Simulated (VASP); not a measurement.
Input of a VASP 6.6.1 run:

INCAR

```
PREC = Accurate
ENCUT = 520
EDIFF = 1E-6
ISMEAR = -1
SIGMA = 0.03
LREAL = F
LASPH = T
NELM = 60
ALGO = Normal
ISIF = 2
LWAVE = F
LCHARG = F
GGA = PS
NBANDS = 21
```

The input KPOINTS:

```
Automatic mesh
0
Gamma
  14 14 8
```

File POSCAR:

```
Ru
1.0
    2.7599153209      0.0000000000      0.0000000000
   -1.3799576604      2.3901567802      0.0000000000
    0.0000000000      0.0000000000      4.2819000000
Ru
2
Direct
    0.3333333333      0.6666666667      0.2500000000
    0.6666666667      0.3333333333      0.7500000000
```

Potentials or basis: VASP PAW PBE potentials, release 64 (Ru_pv).

Launch:

```sh
$ cat potpaw_PBE.64/Ru_pv/POTCAR > POTCAR
$ mpirun -np 1 vasp_std > vasp.out
```

(1) What does it give for the band gap on the k mesh?

(2) Predict the pressure.

Results:

(1) zero (bands 14 and 15 overlap by 3.01 eV).

(2) -17.4 GPa.

Caveat: the cell differs from its parent crystal (equal xx and yy strain of +2 %); the cell stands under tension; the PAW data sets were made with another functional, which shifts forces and pressure a little.
